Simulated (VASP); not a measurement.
A run of VASP 6.6.1:

INCAR

```
SYSTEM = NaCl
PREC = Accurate ; ENCUT = 520
EDIFF = 1E-7 ; ISMEAR = 0
SIGMA = 0.05 ; LREAL = .False.
LASPH = .True. ; NELM = 80
ALGO = Normal ; ISIF = 2
LWAVE = .False. ; LCHARG = .False.
GGA = PE ; NBANDS = 14
```

File KPOINTS:

```
Automatic mesh
0
Gamma
  8 8 8
  0 0 0
```

The input POSCAR:

```
NaCl
1.0
    0.0000000000      2.7184800000      2.7184800000
    2.7184800000      0.0000000000      2.7184800000
    2.7184800000      2.7184800000      0.0000000000
Na Cl
1 1
Direct
    0.0000000000      0.0000000000      0.0000000000
    0.5000000000      0.5000000000      0.5000000000
```

Potentials or basis: VASP PAW PBE potentials, release 64 (Na_pv, Cl).

Run with:

```bash
$ cat potpaw_PBE.64/Na_pv/POTCAR potpaw_PBE.64/Cl/POTCAR > POTCAR
$ mpirun -np 1 vasp_std > vasp.out
```

Hardware: 1 thread of Intel Xeon 8259CL, with other jobs on the host.

**Question.** Estimate the wall time of this run.

**Answer.** Run time: 22 s on 1 thread of Intel Xeon 8259CL (shared host), peak memory 0.16 GiB. Counts: scf iterations 15, k points 29.
